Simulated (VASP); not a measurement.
# Ge (C2/m) in VASP: single point with PBEsol

Aim: the single point of Ge with PBEsol.

Everything below comes from runs of VASP 6.6.1. Logs are shortened: lines on timing, memory, paths and dates and some standing lists are left out, and cuts for length are marked.

### Step 1. The cell of the first run

The structure is monoclinic, space group C2/m (No. 12). Conventional cell: a = 6.951 Å, b = 4.013 Å, c = 4.013 Å, α = 90.00°, β = 125.26°, γ = 90.00°. Within 3.0 Å of Ge (site symmetry m) lie 4 Ge at 2.27 to 2.66 Å.

### Step 2. Single point, PBEsol (atoms displaced along several vibrational modes)

Contents of INCAR:

```
SYSTEM = Ge
PREC = Accurate
ENCUT = 520
EDIFF = 1E-6
ISMEAR = 0
SIGMA = 0.15
LREAL = .FALSE.
LASPH = .TRUE.
NELM = 100
ALGO = Fast
ISIF = 2
LWAVE = .FALSE.
LCHARG = .FALSE.
GGA = PS
NBANDS = 21
```

Contents of KPOINTS:

```
regular mesh
0
G
  14 14 14
  0 0 0
```

Contents of POSCAR:

```
Ge
1.0
    0.0000000000      2.8378616879      2.8378616879
    2.8378616879      0.0000000000      2.8378616879
    2.8378616879      2.8378616879      0.0000000000
Ge
2
Direct
    0.5000000000      0.5000000000      0.4704002488
    0.7500000000      0.7500000000      0.7795997512
```

Potentials or basis: VASP PAW PBE potentials, release 64 (Ge_d).

Started as:

```console
$ cat potpaw_PBE.64/Ge_d/POTCAR > POTCAR
$ mpirun -np 1 vasp_std > vasp.out
```

OUTCAR:

```text
SYSTEM = Ge
   PREC = Accurate
   ENCUT = 520
   EDIFF = 1E-6
   ISMEAR = 0
   LREAL = .FALSE.
   LASPH = .TRUE.
   NELM = 100
   ISIF = 2
   GGA = PS

 ion  position               nearest neighbor table
   1  0.500  0.500  0.470-   2 2.27   2 2.47   2 2.47   2 2.66
   2  0.750  0.750  0.780-   1 2.27   1 2.47   1 2.47   1 2.66

  LATTYP: Found a face centered cubic cell.
 ALAT       =     5.6757233758

  Lattice vectors:

 A1 = (   0.0000000000,   2.8378616879,   2.8378616879)
 A2 = (   2.8378616879,   0.0000000000,   2.8378616879)
 A3 = (   2.8378616879,   2.8378616879,   0.0000000000)

Analysis of symmetry for initial positions (statically):
=====================================================================
 Subroutine PRICEL returns:
 Original cell was already a primitive cell.

 Routine SETGRP: Setting up the symmetry group for a
 face centered cubic supercell.

 Subroutine GETGRP returns: Found  4 space group operations
 (whereof  2 operations were pure point group operations)
 out of a pool of 48 trial point group operations.

The static configuration has the point symmetry C_1h.
 The point group associated with its full space group is C_2h.

Analysis of symmetry for dynamics (positions and initial velocities):
=====================================================================
 Subroutine PRICEL returns:
 Original cell was already a primitive cell.

 Routine SETGRP: Setting up the symmetry group for a
 face centered cubic supercell.

 Subroutine GETGRP returns: Found  4 space group operations
 (whereof  2 operations were pure point group operations)
 out of a pool of 48 trial point group operations.

The dynamic configuration has the point symmetry C_1h.
 The point group associated with its full space group is C_2h.

 Subroutine INISYM returns: Found  4 space group operations
 (whereof  2 operations are pure point group operations),
 and found     1 'primitive' translations

----------------------------------------------------------------------------------------

                                     Primitive cell

  volume of cell :      45.7092

  direct lattice vectors                    reciprocal lattice vectors
     0.000000000  2.837861688  2.837861688    -0.176188995  0.176188995  0.176188995
     2.837861688  0.000000000  2.837861688     0.176188995 -0.176188995  0.176188995
     2.837861688  2.837861688  0.000000000     0.176188995  0.176188995 -0.176188995

  length of vectors
     4.013342487  4.013342487  4.013342487     0.305168292  0.305168292  0.305168292

  position of ions in fractional coordinates (direct lattice)
     0.500000000  0.500000000  0.470400249
     0.750000000  0.750000000  0.779599751

  ion indices of the primitive-cell ions
   primitive index   ion index
                 1           1
                 2           2

----------------------------------------------------------------------------------------

 KPOINTS: regular mesh

Automatic generation of k-mesh.
 Grid dimensions read from file:
 generate k-points for:   14   14   14

 Generating k-lattice:

  Cartesian coordinates                     Fractional coordinates (reciprocal lattice)
    -0.012584928  0.012584928  0.012584928     0.071428571  0.000000000  0.000000000
     0.012584928 -0.012584928  0.012584928     0.000000000  0.071428571  0.000000000
     0.012584928  0.012584928 -0.012584928     0.000000000  0.000000000  0.071428571

  Length of vectors
     0.021797735  0.021797735  0.021797735

  Shift w.r.t. Gamma in fractional coordinates (k-lattice)
     0.000000000  0.000000000  0.000000000

 Subroutine IBZKPT returns following result:
 ===========================================

 Found    744 irreducible k-points:

 Following reciprocal coordinates:
            Coordinates               Weight
  0.000000  0.000000  0.000000      1.000000
  0.071429  0.000000  0.000000      4.000000
  0.000000  0.000000  0.071429      2.000000
  0.071429  0.071429  0.071429      2.000000
  0.142857  0.000000  0.000000      4.000000
  0.000000  0.000000  0.142857      2.000000
[... 16 lines left out ...]
  0.071429  0.071429  0.000000      2.000000
  0.000000  0.071429  0.071429      4.000000
 [... further k-points ...]
   k-points           NKPTS =    744   k-points in BZ     NKDIM =    744   number of bands    NBANDS=     21
   number of dos      NEDOS =    301   number of ions     NIONS =      2
   total plane-waves  NPLWV =  27000
   dimension x,y,z NGX =    30 NGY =   30 NGZ =   30
   dimension x,y,z NGXF=    60 NGYF=   60 NGZF=   60
   ions per type =               2
   NGX,Y,Z   is equivalent  to a cutoff of  12.43, 12.43, 12.43 a.u.
   NGXF,Y,Z  is equivalent  to a cutoff of  24.85, 24.85, 24.85 a.u.
 SYSTEM =  Ge
   PREC   = accura    normal or accurate (medium, high low for compatibility)
   ISTART =      0    job   : 0-new  1-cont  2-samecut
   ICHARG =      2    charge: 1-file 2-atom 10-const
   ISPIN  =      1    spin polarized calculation?
   LNONCOLLINEAR =      F non collinear calculations
   LSORBIT =      F    spin-orbit coupling
   LASPH  =      T    aspherical Exc in radial PAW
   ENCUT  =  520.0 eV  38.22 Ry    6.18 a.u.   7.46  7.46  7.46*2*pi/ulx,y,z
   NELM   =    100;   NELMIN=  2; NELMDL= -5     # of ELM steps
   EDIFF  = 0.1E-05   stopping-criterion for ELM
   LREAL  =      F    real-space projection
   EDIFFG = 0.1E-04   stopping-criterion for IOM
   NSW    =      0    number of steps for IOM
   IBRION =     -1    ionic relax: 0-MD 1-quasi-New 2-CG
   NFREE  =      0    steps in history (QN), initial steepest desc. (CG)
   ISIF   =      2    stress and relaxation
   ISYM   =      2    0-nonsym 1-usesym 2-fastsym
   POTIM  = 0.5000    time-step for ionic-motion
   TEBEG  =    0.0;   TEEND  =   0.0 temperature during run
   PSTRESS=    0.0 pullay stress
   NELECT =      28.0000    total number of electrons
   NUPDOWN=      -1.0000    fix difference up-down
   EMIN   =  10.00;   EMAX   =-10.00  energy-range for DOS
   EFERMI =   0.00;   METHOD = LEGACY
   ISMEAR =     0;   SIGMA  =   0.15  broadening in eV -4-tet -1-fermi 0-gaus
   EFERMI_NEDOS =   21; number of points for ismear=-14 and -15
   IALGO  =     68    algorithm
   IMIX   =      4    mixing-type and parameters
     AMIX     =   0.40;   BMIX     =  1.00
     AMIX_MAG =   1.60;   BMIX_MAG =  1.00
  volume/ion in A,a.u.               =      22.85       154.23
  Fermi-wavevector in a.u.,A,eV,Ry     =   1.390357  2.627393 26.301316  1.933092
  Thomas-Fermi vector in A             =   2.514300
   LORBIT       =      0    0 simple, 1 ext, 2 COOP (PROOUT), +10 PAW based schemes
   GGA     = PS    functional components
   LHFCALC =     F    Hartree Fock is set to
   AEXX    =    0.0000 exact exchange contribution
   IVDW    =     0    specifies the selected vdW correction
   LEPSILON=     F    determine dielectric tensor
   LRPA    =     F    only Hartree local field effects (RPA)
 non-spin polarized calculation
 RMM-DIIS sequential band-by-band and
 Gauss-broadening in eV      SIGMA  =   0.15
  energy-cutoff  :      520.00
  volume of cell :       45.71
 maximum number of plane-waves:      1248
 NGX is ok and might be reduce to    30
   NGX = 15   NGY = 15   NGZ = 15

 number of electron      28.0000013 magnetization

 Free energy of the ion-electron system (eV)
  ---------------------------------------------------
  ext. energy  EPLUGINS =         0.00000000
  ---------------------------------------------------
  free energy    TOTEN  =        -9.57070612 eV

  energy without entropy =       -9.56836185  energy(sigma->0) =       -9.56953399

 E-fermi :   4.9869     XC(G=0): -10.0926

 val. band max:        4.9746185454   @ k =   0.3571   0.0000   0.0000
 cond. band min:       5.0050510087   @ k =   0.0000   0.0000   0.1429
 fundamental gap:      0.0304324633
 Fermi energy:         4.9868897857

 k-point     1 :       0.0000    0.0000    0.0000
  band No.  band energies     occupation
      1     -20.1386      2.00000
      2     -20.0298      2.00000
      3     -20.0288      2.00000
      4     -20.0166      2.00000
      5     -20.0131      2.00000
      6     -19.8289      2.00000
[... 13 lines left out ...]
     20      14.2206      0.00000
     21      14.2828      0.00000

 k-point     2 :       0.0714    0.0000    0.0000
  band No.  band energies     occupation
      1     -20.1408      2.00000
      2     -20.0351      2.00000
      3     -20.0293      2.00000
      4     -20.0112      2.00000
      5     -20.0093      2.00000
      6     -19.8293      2.00000
[... 13 lines left out ...]
     20      13.6862      0.00000
     21      13.8189      0.00000

 k-point     3 :       0.0000    0.0000    0.0714
  band No.  band energies     occupation
      1     -20.1407      2.00000
      2     -20.0461      2.00000
      3     -20.0384      2.00000
      4     -20.0011      2.00000
      5     -20.0001      2.00000
      6     -19.8341      2.00000
[... 13 lines left out ...]
     20      13.5829      0.00000
     21      13.7067      0.00000

 k-point     4 :       0.0714    0.0714    0.0714
  band No.  band energies     occupation
      1     -20.1388      2.00000
      2     -20.0312      2.00000
      3     -20.0277      2.00000
      4     -20.0142      2.00000
      5     -20.0108      2.00000
      6     -19.8310      2.00000
[... 13 lines left out ...]
     20      13.8417      0.00000
     21      13.8434      0.00000

 k-point     5 :       0.1429    0.0000    0.0000
  band No.  band energies     occupation
      1     -20.1463      2.00000
      2     -20.0413      2.00000
      3     -20.0325      2.00000
      4     -20.0043      2.00000
      5     -19.9984      2.00000
      6     -19.8309      2.00000
[... 13 lines left out ...]
     20      13.1596      0.00000
     21      13.3321      0.00000
[... 382 lines left out ...]
     20      15.1795      0.00000
     21      15.9089      0.00000

 k-point    22 :       0.5000    0.5000    0.5000
  band No.  band energies     occupation
      1     -20.1397      2.00000
      2     -20.0353      2.00000
      3     -20.0104      2.00000
      4     -19.9944      2.00000
      5     -19.9362      2.00000
      6     -19.9061      2.00000
[... 13 lines left out ...]
     20      15.8479      0.00000
     21      16.2089      0.00000

 k-point    23 :       0.0714    0.0714    0.0000
  band No.  band energies     occupation
      1     -20.1417      2.00000
      2     -20.0424      2.00000
      3     -20.0354      2.00000
      4     -20.0041      2.00000
      5     -20.0011      2.00000
      6     -19.8368      2.00000
[... 13 lines left out ...]
     20      13.0549      0.00000
     21      14.3620      0.00000

 k-point    24 :       0.0000    0.0714    0.0714
  band No.  band energies     occupation
      1     -20.1404      2.00000
      2     -20.0378      2.00000
      3     -20.0318      2.00000
      4     -20.0081      2.00000
      5     -20.0062      2.00000
      6     -19.8315      2.00000
[... 13 lines left out ...]
     20      13.1155      0.00000
     21      14.3189      0.00000

 [... further k-points ...]
[... 5 lines left out ...]
  --------------------------------------------------------------------------------------
  -------------------------------------------------------------------------------------
  Total        0.3626719      0.3626719      0.7622706      0.5398428     -1.5142462     -1.5142461
  in kB       12.7122028     12.7122028     26.7187476     18.9223137    -53.0766371    -53.0766339
  external PRESSURE =      17.3810511 kB  Pullay stress =       0.0000000 kB

 VOLUME and BASIS-vectors are now :
 -----------------------------------------------------------------------------
  energy-cutoff  :      520.00
  volume of cell :       45.71
      direct lattice vectors                 reciprocal lattice vectors
     0.000000000  2.837861688  2.837861688    -0.176188995  0.176188995  0.176188995
     2.837861688  0.000000000  2.837861688     0.176188995 -0.176188995  0.176188995
     2.837861688  2.837861688  0.000000000     0.176188995  0.176188995 -0.176188995

 POSITION                                       TOTAL-FORCE (eV/Angst)
 -----------------------------------------------------------------------------------
      2.75386      2.75386      2.83786         1.802491      1.802491     -0.793429
      4.34079      4.34079      4.25679        -1.802491     -1.802491      0.793429
 -----------------------------------------------------------------------------------
    total drift:                                0.000000      0.000000      0.000000

  FREE ENERGIE OF THE ION-ELECTRON SYSTEM (eV)
  ---------------------------------------------------
  free  energy   TOTEN  =        -9.5707061240 eV

  energy  without entropy=       -9.5683618512  energy(sigma->0) =       -9.56953399
```

Wall time 16 min (1 thread of Oxide Virtual Turin-like, shared host); peak memory 0.57 GiB.

What came out:

- Free energy: -9.5707 eV
- Pressure: 1.7 GPa
- Largest force: 2.670 eV/Å
- Band gap on the k mesh: zero (bands 14 and 15 overlap by 1.20 eV)

Forces on the atoms (eV/Å):
```
Ge   1.802  1.802 -0.793
Ge  -1.802 -1.802  0.793
```

Caveat: the cell differs from its parent crystal (atoms displaced along several vibrational modes); the PAW data sets were made with another functional, which shifts forces and pressure a little.

The gap in the log of VASP goes by the Fermi energy; the results here count the filled bands.